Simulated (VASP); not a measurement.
# SiC in VASP: further runs

Runs on SiC. Level: PBE. Tasks: single point.

Everything below comes from runs of VASP 6.6.1. Logs are shortened: lines on timing, memory, paths and dates and some standing lists are left out, and cuts for length are marked.

## Step 1: The cell of the first run

The cell holds a slab with vacuum, 12 atoms: a = 3.092 Å, b = 3.092 Å, c = 28.315 Å, α = 90.00°, β = 90.00°, γ = 120.00°.

## Step 2: Single point, PBE

File INCAR:

```
ALGO = Normal
DIPOL = 0.5 0.5 0.500
EDIFF = 1E-6
ENCUT = 520
GGA = PE
IDIPOL = 3
ISIF = 2
ISMEAR = 0
LASPH = True
LCHARG = True
LDIPOL = True
LELF = True
LREAL = False
LVACPOTAV = True
LVHAR = True
LWAVE = False
NBANDS = 36
NELM = 60
PREC = Accurate
SIGMA = 0.05
```

File KPOINTS:

```
k-points
0
Gamma
  9 9 1
```

File POSCAR:

```
SiC
1.0
    3.0917664104      0.0000000000      0.0000000000
   -1.5458832052      2.6775482539      0.0000000000
    0.0000000000      0.0000000000     28.3148762731
C Si
6 6
Direct
    0.3333333333      0.6666666667      0.2648784310
    0.6666666667      0.3333333333      0.3544783487
    0.3333333333      0.6666666667      0.4440782665
    0.6666666667      0.3333333333      0.5336781842
    0.3333333333      0.6666666667      0.6232781020
    0.6666666667      0.3333333333      0.7128780198
    0.6666666667      0.3333333333      0.2871219802
    0.3333333333      0.6666666667      0.3767218980
    0.6666666667      0.3333333333      0.4663218158
    0.3333333333      0.6666666667      0.5559217335
    0.6666666667      0.3333333333      0.6455216513
    0.3333333333      0.6666666667      0.7351215690
```

Potentials or basis: VASP PAW PBE potentials, release 64 (C, Si).

Launch:

```sh
$ cat potpaw_PBE.64/C/POTCAR potpaw_PBE.64/Si/POTCAR > POTCAR
$ mpirun -np 1 vasp_std > vasp.out
```

OUTCAR:

```text
EDIFF = 1E-6
   ENCUT = 520
   GGA = PE
   ISIF = 2
   ISMEAR = 0
   LASPH = True
   LREAL = False
   NELM = 60
   PREC = Accurate

 ion  position               nearest neighbor table
   1  0.333  0.667  0.265-   7 1.89   7 1.89   7 1.89
   2  0.667  0.333  0.354-   8 1.89   8 1.89   8 1.89   7 1.91
   3  0.333  0.667  0.444-   9 1.89   9 1.89   9 1.89   8 1.91
   4  0.667  0.333  0.534-  10 1.89  10 1.89  10 1.89   9 1.91
   5  0.333  0.667  0.623-  11 1.89  11 1.89  11 1.89  10 1.91
   6  0.667  0.333  0.713-  12 1.89  12 1.89  12 1.89  11 1.91
   7  0.667  0.333  0.287-   1 1.89   1 1.89   1 1.89   2 1.91   8 3.10   8 3.10   8 3.10
   8  0.333  0.667  0.377-   2 1.89   2 1.89   2 1.89   3 1.91   9 3.10   7 3.10   7 3.10   9 3.10
                             9 3.10   7 3.10
   9  0.667  0.333  0.466-   3 1.89   3 1.89   3 1.89   4 1.91  10 3.10  10 3.10  10 3.10   8 3.10
                             8 3.10   8 3.10
  10  0.333  0.667  0.556-   4 1.89   4 1.89   4 1.89   5 1.91   9 3.10   9 3.10   9 3.10  11 3.10
                            11 3.10  11 3.10
  11  0.667  0.333  0.646-   5 1.89   5 1.89   5 1.89   6 1.91  12 3.10  12 3.10  12 3.10  10 3.10
                            10 3.10  10 3.10
  12  0.333  0.667  0.735-   6 1.89   6 1.89   6 1.89  11 3.10  11 3.10  11 3.10

  LATTYP: Found a hexagonal cell.
 ALAT       =     3.0917664104
 C/A-ratio  =     9.1581550850

  Lattice vectors:

 A1 = (   3.0917664104,   0.0000000000,   0.0000000000)
 A2 = (  -1.5458832052,   2.6775482539,   0.0000000000)
 A3 = (   0.0000000000,   0.0000000000,  28.3148762731)

Analysis of symmetry for initial positions (statically):
=====================================================================
 Subroutine PRICEL returns:
 Original cell was already a primitive cell.

 Routine SETGRP: Setting up the symmetry group for a
 hexagonal supercell.

 Subroutine GETGRP returns: Found  6 space group operations
 (whereof  6 operations were pure point group operations)
 out of a pool of 24 trial point group operations.

The static configuration has the point symmetry C_3v.

Analysis of symmetry for dynamics (positions and initial velocities):
=====================================================================
 Subroutine PRICEL returns:
 Original cell was already a primitive cell.

 Routine SETGRP: Setting up the symmetry group for a
 hexagonal supercell.

 Subroutine GETGRP returns: Found  6 space group operations
 (whereof  6 operations were pure point group operations)
 out of a pool of 24 trial point group operations.

The dynamic configuration has the point symmetry C_3v.

 Subroutine INISYM returns: Found  6 space group operations
 (whereof  6 operations are pure point group operations),
 and found     1 'primitive' translations

----------------------------------------------------------------------------------------

                                     Primitive cell

  volume of cell :     234.4006

  direct lattice vectors                    reciprocal lattice vectors
     3.091766410  0.000000000  0.000000000     0.323439700  0.186737998  0.000000000
    -1.545883205  2.677548254  0.000000000     0.000000000  0.373475996  0.000000000
     0.000000000  0.000000000 28.314876273     0.000000000  0.000000000  0.035317124

  length of vectors
     3.091766410  3.091766410 28.314876273     0.373475996  0.373475996  0.035317124

  position of ions in fractional coordinates (direct lattice)
     0.333333333  0.666666667  0.264878431
     0.666666667  0.333333333  0.354478349
     0.333333333  0.666666667  0.444078267
     0.666666667  0.333333333  0.533678184
     0.333333333  0.666666667  0.623278102
     0.666666667  0.333333333  0.712878020
     0.666666667  0.333333333  0.287121980
     0.333333333  0.666666667  0.376721898
     0.666666667  0.333333333  0.466321816
     0.333333333  0.666666667  0.555921733
     0.666666667  0.333333333  0.645521651
     0.333333333  0.666666667  0.735121569

  ion indices of the primitive-cell ions
   primitive index   ion index
                 1           1
                 2           2
                 3           3
                 4           4
                 5           5
                 6           6
                 7           7
                 8           8
                 9           9
                10          10
                11          11
                12          12

[... 21 lines left out ...]
 Subroutine IBZKPT returns following result:
 ===========================================

 Found     12 irreducible k-points:

 Following reciprocal coordinates:
            Coordinates               Weight
  0.000000  0.000000  0.000000      1.000000
  0.111111 -0.000000  0.000000      6.000000
  0.222222  0.000000  0.000000      6.000000
  0.333333 -0.000000  0.000000      6.000000
  0.444444  0.000000  0.000000      6.000000
  0.111111  0.111111  0.000000      6.000000
  0.222222  0.111111  0.000000     12.000000
  0.333333  0.111111  0.000000     12.000000
  0.444444  0.111111  0.000000      6.000000
  0.222222  0.222222  0.000000      6.000000
  0.333333  0.222222  0.000000     12.000000
  0.333333  0.333333  0.000000      2.000000
   k-points           NKPTS =     12   k-points in BZ     NKDIM =     12   number of bands    NBANDS=     36
   number of dos      NEDOS =    301   number of ions     NIONS =     12
   total plane-waves  NPLWV = 124416
   dimension x,y,z NGX =    24 NGY =   24 NGZ =  216
   dimension x,y,z NGXF=    48 NGYF=   48 NGZF=  432
   ions per type =               6   6
   NGX,Y,Z   is equivalent  to a cutoff of  12.90, 12.90, 12.68 a.u.
   NGXF,Y,Z  is equivalent  to a cutoff of  25.81, 25.81, 25.36 a.u.
 SYSTEM =  unknown system
   PREC   = accura    normal or accurate (medium, high low for compatibility)
   ISTART =      0    job   : 0-new  1-cont  2-samecut
   ICHARG =      2    charge: 1-file 2-atom 10-const
   ISPIN  =      1    spin polarized calculation?
   LNONCOLLINEAR =      F non collinear calculations
   LSORBIT =      F    spin-orbit coupling
   LASPH  =      T    aspherical Exc in radial PAW
   ENCUT  =  520.0 eV  38.22 Ry    6.18 a.u.   5.75  5.75 52.65*2*pi/ulx,y,z
   NELM   =     60;   NELMIN=  2; NELMDL= -5     # of ELM steps
   EDIFF  = 0.1E-05   stopping-criterion for ELM
   LREAL  =      F    real-space projection
   EDIFFG = 0.1E-04   stopping-criterion for IOM
   NSW    =      0    number of steps for IOM
   IBRION =     -1    ionic relax: 0-MD 1-quasi-New 2-CG
   NFREE  =      0    steps in history (QN), initial steepest desc. (CG)
   ISIF   =      2    stress and relaxation
   ISYM   =      2    0-nonsym 1-usesym 2-fastsym
   POTIM  = 0.5000    time-step for ionic-motion
   TEBEG  =    0.0;   TEEND  =   0.0 temperature during run
   PSTRESS=    0.0 pullay stress
   NELECT =      48.0000    total number of electrons
   NUPDOWN=      -1.0000    fix difference up-down
   EMIN   =  10.00;   EMAX   =-10.00  energy-range for DOS
   EFERMI =   0.00;   METHOD = LEGACY
   ISMEAR =     0;   SIGMA  =   0.05  broadening in eV -4-tet -1-fermi 0-gaus
   EFERMI_NEDOS =   21; number of points for ismear=-14 and -15
   IALGO  =     38    algorithm
   IMIX   =      4    mixing-type and parameters
     AMIX     =   0.40;   BMIX     =  1.00
     AMIX_MAG =   1.60;   BMIX_MAG =  1.00
  volume/ion in A,a.u.               =      19.53       131.82
  Fermi-wavevector in a.u.,A,eV,Ry     =   0.964945  1.823481 12.668629  0.931118
  Thomas-Fermi vector in A             =   2.094619
   LORBIT       =      0    0 simple, 1 ext, 2 COOP (PROOUT), +10 PAW based schemes
   GGA     = PE    functional components
   LHFCALC =     F    Hartree Fock is set to
   AEXX    =    0.0000 exact exchange contribution
   IVDW    =     0    specifies the selected vdW correction
   LEPSILON=     F    determine dielectric tensor
   LRPA    =     F    only Hartree local field effects (RPA)
 non-spin polarized calculation
 Gauss-broadening in eV      SIGMA  =   0.05
  energy-cutoff  :      520.00
  volume of cell :      234.40
 maximum number of plane-waves:      6340
 NGX is ok and might be reduce to    24
   NGX = 11   NGY = 11   NGZ =105

 dipolmoment           0.000000      0.000000      0.010533 electrons x Angstroem

 number of electron      48.0000000 magnetization

 dipolmoment           0.000000      0.000000     -0.088396 electrons x Angstroem

 Free energy of the ion-electron system (eV)
  ---------------------------------------------------
  ext. energy  EPLUGINS =         0.00000000
  ---------------------------------------------------
  free energy    TOTEN  =       -85.96857599 eV

  energy without entropy =      -85.94777301  energy(sigma->0) =      -85.95817450

 E-fermi :   2.1901     XC(G=0):  -6.7224

 val. band max:        2.1863960507   @ k =   0.2222   0.1111   0.0000
 cond. band min:       2.1934381354   @ k =   0.3333   0.1111   0.0000
 fundamental gap:      0.0070420847
 Fermi energy:         2.1900788416

 k-point     1 :       0.0000    0.0000    0.0000
  band No.  band energies     occupation
      1     -14.1533      2.00000
      2     -13.6047      2.00000
      3     -12.9733      2.00000
      4     -12.1957      2.00000
      5     -11.3507      2.00000
      6     -10.2058      2.00000
[... 457 lines left out ...]
     35       9.5379      0.00000
     36       9.5503      0.00000

------------------------ aborting loop because EDIFF is reached ----------------------------------------

  FORCE on cell =-STRESS in cart. coord.  units (eV):
  Direction    XX          YY          ZZ          XY          YZ          ZX
  --------------------------------------------------------------------------------------
  -------------------------------------------------------------------------------------
  Total       -0.1042064     -0.1042064     -0.1643468      0.0000000      0.0000000      0.0000000
  in kB       -0.7122731     -0.7122731     -1.1233450      0.0000000      0.0000000      0.0000000
  external PRESSURE =      -0.8492970 kB  Pullay stress =       0.0000000 kB

 VOLUME and BASIS-vectors are now :
 -----------------------------------------------------------------------------
  energy-cutoff  :      520.00
  volume of cell :      234.40
      direct lattice vectors                 reciprocal lattice vectors
     3.091766410  0.000000000  0.000000000     0.323439700  0.186737998  0.000000000
    -1.545883205  2.677548254  0.000000000     0.000000000  0.373475996  0.000000000
     0.000000000  0.000000000 28.314876273     0.000000000  0.000000000  0.035317124

 POSITION                                       TOTAL-FORCE (eV/Angst)
 -----------------------------------------------------------------------------------
     -0.00000      1.78503      7.50000        -0.000000      0.000000      2.331923
      1.54588      0.89252     10.03701        -0.000000      0.000000      0.738980
     -0.00000      1.78503     12.57402         0.000000      0.000000      0.333973
      1.54588      0.89252     15.11103        -0.000000      0.000000      0.265457
     -0.00000      1.78503     17.64804         0.000000     -0.000000      0.246591
      1.54588      0.89252     20.18505         0.000000      0.000000      0.575081
      1.54588      0.89252      8.12982         0.000000     -0.000000     -2.678571
     -0.00000      1.78503     10.66683         0.000000     -0.000000     -0.531421
      1.54588      0.89252     13.20384        -0.000000     -0.000000     -0.330211
     -0.00000      1.78503     15.74086        -0.000000      0.000000     -0.269806
      1.54588      0.89252     18.27787         0.000000      0.000000     -0.411210
     -0.00000      1.78503     20.81488        -0.000000     -0.000000     -0.270787
 -----------------------------------------------------------------------------------
    total drift:                                0.000000     -0.000000     -0.002218

  FREE ENERGIE OF THE ION-ELECTRON SYSTEM (eV)
  ---------------------------------------------------
  free  energy   TOTEN  =       -85.9685759859 eV

  energy  without entropy=      -85.9477730131  energy(sigma->0) =      -85.95817450

 vacuum level on the upper side and lower side of the slab         6.767         8.699
```

Run time: 6.2 min. Hardware: 1 thread of Intel Xeon Platinum 8375C at 2.90GHz (Ice Lake), shared host; peak memory 0.37 GiB.

Results:

| Quantity | Value |
| --- | --- |
| Free energy | -85.9686 eV |
| Largest force | 2.679 eV/Å |
| Band gap on the k mesh | zero (band 24 reaches 2.36 eV, above the bottom of band 25 at 2.06 eV) |

Forces on the atoms (eV/Å):
```
C    0.000  0.000  2.332
C    0.000  0.000  0.739
C    0.000  0.000  0.334
C    0.000  0.000  0.265
C    0.000  0.000  0.247
C    0.000  0.000  0.575
Si   0.000  0.000 -2.679
Si   0.000  0.000 -0.531
Si   0.000  0.000 -0.330
Si   0.000  0.000 -0.270
Si   0.000  0.000 -0.411
Si   0.000  0.000 -0.271
```

Levels at points of the mesh, in eV from the Fermi level:
| k point | band 21 | band 22 | band 23 | band 24 | band 25 | band 26 | band 27 | band 28 |
| --- | --- | --- | --- | --- | --- | --- | --- | --- |
| (0.00, 0.00, 0.00) | -0.92 | -0.33 | 0.02 | 0.16 | 0.16 | 3.77 | 4.27 | 4.32 |

## Step 3: Single point, PBE

File INCAR:

```
SYSTEM = SiC
  PREC = Accurate
  ENCUT = 520
  EDIFF = 1E-7
  ISMEAR = 0
  SIGMA = 0.05
  LREAL = .FALSE.
  LASPH = .TRUE.
  NELM = 80
  ALGO = Normal
  ISIF = 2
  LWAVE = .FALSE.
  LCHARG = .FALSE.
  LDIPOL = .TRUE.
  IDIPOL = 3
  DIPOL = 0.5 0.5 0.500
  GGA = PE
  NBANDS = 36
```

File KPOINTS:

```
regular mesh
0
G
  9 9 1
  0 0 0
```

POSCAR is that of step 2.

Potentials or basis: VASP PAW PBE potentials, release 64 (C, Si).

Launch:

```sh
$ cat potpaw_PBE.64/C/POTCAR potpaw_PBE.64/Si/POTCAR > POTCAR
$ mpirun -np 1 vasp_std > vasp.out
```

Wall time 7 min (1 thread of Intel Xeon Platinum 8375C at 2.90GHz (Ice Lake), shared host); peak memory 0.37 GiB.

Results (log left out):

```
Free energy            : -85.9686 eV
Largest force          : 2.678 eV/Å
Band gap on the k mesh : zero (band 24 reaches 2.36 eV, above the bottom of band 25 at 2.06 eV)
```

Forces on the atoms (eV/Å):
```
C    0.000  0.000  2.332
C    0.000  0.000  0.739
C    0.000  0.000  0.334
C    0.000  0.000  0.265
C    0.000  0.000  0.246
C    0.000  0.000  0.571
Si   0.000  0.000 -2.678
Si   0.000  0.000 -0.531
Si   0.000  0.000 -0.330
Si   0.000  0.000 -0.270
Si   0.000  0.000 -0.410
Si   0.000  0.000 -0.267
```

Levels at points of the mesh, in eV from the Fermi level:
```
           k point  band 21  band 22  band 23  band 24  band 25  band 26  band 27  band 28
(0.00, 0.00, 0.00)    -0.92    -0.33     0.02     0.16     0.16     3.77     4.27     4.32
```

## Step 4: Single point, PBE

File INCAR:

```
ALGO = Normal
DIPOL = 0.5 0.5 0.500
EDIFF = 1E-6
ENCUT = 520
GGA = PE
IDIPOL = 3
ISIF = 2
ISMEAR = 0
LASPH = T
LCHARG = F
LDIPOL = T
LREAL = F
LWAVE = F
NBANDS = 36
NELM = 60
PREC = Accurate
SIGMA = 0.05
```

File KPOINTS:

```
k-points
0
Gamma
  13 13 1
```

POSCAR is that of step 3.

Potentials or basis: VASP PAW PBE potentials, release 64 (C, Si).

Launch:

```sh
$ cat potpaw_PBE.64/C/POTCAR potpaw_PBE.64/Si/POTCAR > POTCAR
$ mpirun -np 1 vasp_std > vasp.out
```

OUTCAR:

```text
EDIFF = 1E-6
   ENCUT = 520
   GGA = PE
   ISIF = 2
   ISMEAR = 0
   LASPH = T
   LREAL = F
   NELM = 60
   PREC = Accurate

 ion  position               nearest neighbor table
   1  0.333  0.667  0.265-   7 1.89   7 1.89   7 1.89
   2  0.667  0.333  0.354-   8 1.89   8 1.89   8 1.89   7 1.91
   3  0.333  0.667  0.444-   9 1.89   9 1.89   9 1.89   8 1.91
   4  0.667  0.333  0.534-  10 1.89  10 1.89  10 1.89   9 1.91
   5  0.333  0.667  0.623-  11 1.89  11 1.89  11 1.89  10 1.91
   6  0.667  0.333  0.713-  12 1.89  12 1.89  12 1.89  11 1.91
   7  0.667  0.333  0.287-   1 1.89   1 1.89   1 1.89   2 1.91   8 3.10   8 3.10   8 3.10
   8  0.333  0.667  0.377-   2 1.89   2 1.89   2 1.89   3 1.91   9 3.10   7 3.10   7 3.10   9 3.10
                             9 3.10   7 3.10
[... 1055 lines left out ...]
      direct lattice vectors                 reciprocal lattice vectors
     3.091766410  0.000000000  0.000000000     0.323439700  0.186737998  0.000000000
    -1.545883205  2.677548254  0.000000000     0.000000000  0.373475996  0.000000000
     0.000000000  0.000000000 28.314876273     0.000000000  0.000000000  0.035317124

 POSITION                                       TOTAL-FORCE (eV/Angst)
 -----------------------------------------------------------------------------------
     -0.00000      1.78503      7.50000        -0.000000      0.000000      2.230955
      1.54588      0.89252     10.03701         0.000000      0.000000      0.713281
     -0.00000      1.78503     12.57402        -0.000000      0.000000      0.333328
      1.54588      0.89252     15.11103         0.000000     -0.000000      0.267042
     -0.00000      1.78503     17.64804        -0.000000      0.000000      0.240184
      1.54588      0.89252     20.18505        -0.000000      0.000000      0.639116
      1.54588      0.89252      8.12982         0.000000      0.000000     -2.569329
     -0.00000      1.78503     10.66683        -0.000000      0.000000     -0.511609
      1.54588      0.89252     13.20384        -0.000000      0.000000     -0.334370
     -0.00000      1.78503     15.74086         0.000000     -0.000000     -0.274641
      1.54588      0.89252     18.27787        -0.000000     -0.000000     -0.404153
     -0.00000      1.78503     20.81488        -0.000000     -0.000000     -0.329805
 -----------------------------------------------------------------------------------
    total drift:                               -0.000000     -0.000000      0.001101

  FREE ENERGIE OF THE ION-ELECTRON SYSTEM (eV)
  ---------------------------------------------------
  free  energy   TOTEN  =       -85.9679328590 eV

  energy  without entropy=      -85.9501201085  energy(sigma->0) =      -85.95902648

 vacuum level on the upper side and lower side of the slab         6.492         8.498
```

Run time: 8.6 min. Hardware: 1 thread of Intel Xeon Platinum 8375C at 2.90GHz (Ice Lake), shared host; peak memory 0.41 GiB.

What came out:

| Item | Value |
| --- | --- |
| Free energy | -85.9679 eV |
| Largest force | 2.569 eV/Å |
| Band gap on the k mesh | zero (band 24 reaches 2.35 eV, above the bottom of band 25 at 2.05 eV) |

Forces in eV/Å, atoms in the order of the input:
```
C    0.000  0.000  2.231
C    0.000  0.000  0.713
C    0.000  0.000  0.333
C    0.000  0.000  0.267
C    0.000  0.000  0.240
C    0.000  0.000  0.639
Si   0.000  0.000 -2.569
Si   0.000  0.000 -0.512
Si   0.000  0.000 -0.334
Si   0.000  0.000 -0.275
Si   0.000  0.000 -0.404
Si   0.000  0.000 -0.330
```

Levels at points of the mesh, in eV from the Fermi level:
```
           k point  band 20  band 21  band 22  band 23  band 24  band 25  band 26  band 27  band 28  band 29
(0.00, 0.00, 0.00)    -0.91    -0.91    -0.33     0.03     0.13     0.13     3.78     4.26     4.32     4.90
```
